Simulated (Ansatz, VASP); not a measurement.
# TiO2 in VASP and in Ansatz

File INCAR:

```
SYSTEM = TiO2
PREC = Accurate ; ENCUT = 520
EDIFF = 1E-6 ; ISMEAR = 0
SIGMA = 0.05 ; LREAL = .FALSE.
LASPH = .TRUE. ; NELM = 80
ALGO = Normal ; ISIF = 2
LWAVE = .FALSE. ; LCHARG = .FALSE.
GGA = PE ; NBANDS = 33
```

Contents of KPOINTS:

```
regular mesh
0
G
  6 6 10
  0 0 0
```

POSCAR

```
TiO2
1.0
    4.5273148210      0.0000000000      0.0000000000
    0.0000000000      4.5273148210      0.0000000000
    0.0000000000      0.0000000000      2.8897670966
Ti O
2 4
Direct
    0.0000000000      0.0000000000      0.0000000000
    0.5000000000      0.5000000000      0.5000000000
    0.3050970583      0.3050970583      0.0000000000
    0.1949029417      0.8050970583      0.5000000000
    0.6949029417      0.6949029417      0.0000000000
    0.8050970583      0.1949029417      0.5000000000
```

Input for Ansatz:

```yaml
crystal:
  lattice:
    - [4.527314821, 0.0, 0.0]
    - [0.0, 4.527314821, 0.0]
    - [0.0, 0.0, 2.8897670966]
  atoms:
    - { symbol: Ti, position: [0.0, 0.0, 0.0] }
    - { symbol: Ti, position: [0.5, 0.5, 0.5] }
    - { symbol: O, position: [0.3050970583, 0.3050970583, 0.0] }
    - { symbol: O, position: [0.1949029417, 0.8050970583, 0.5] }
    - { symbol: O, position: [0.6949029417, 0.6949029417, 0.0] }
    - { symbol: O, position: [0.8050970583, 0.1949029417, 0.5] }
basis:
  ecutwfc: 520.0
kpoints:
  mp_grid: { grid: [6, 6, 10] }
hamiltonian:
  xc: pbe
  pseudopotentials: { kind: paw, azcp: { folder: soft_1 } }
scf:
  occupations: { method: gaussian, width: 0.05 }
output:
  forces: true
  stress: true
  eigenvalues: true
```

Change from the starting cell: mode 1 frozen in at +0.000 Å, equal normal strain along x, y and z -0.0250.

Alike in both runs: task single point; functional PBE; k mesh 6 × 6 × 10; occupations gaussian, width 0.05 eV; no spin polarisation.

```csv
,VASP,Ansatz
version,VASP 6.6.1,Ansatz 0.2.0
potentials or method,"VASP PAW PBE potentials, release 64 (Ti_sv, O), cutoff 520 eV","scalar-relativistic, plane waves, PAW"
valence electrons in the cell,48,48
```

Ansatz gave:

* gap on the k mesh at the Fermi level (eV): 2.06
* least direct gap on the mesh (eV): 2.06
* pressure (GPa): 20.3
* traceless stress, the component that is largest in VASP (GPa): 3.80
* rms of the force components (eV/Å): 0.203

Problem. What did VASP give for the same quantities?

Solution. gap on the k mesh at the Fermi level (eV): 2.02; least direct gap on the mesh (eV): 2.02; pressure (GPa): 21.1; traceless stress, the component that is largest in VASP (GPa): 4.05; rms of the force components (eV/Å): 0.217.

Atom by atom the forces differ by 0.014 eV/Å (rms over components).
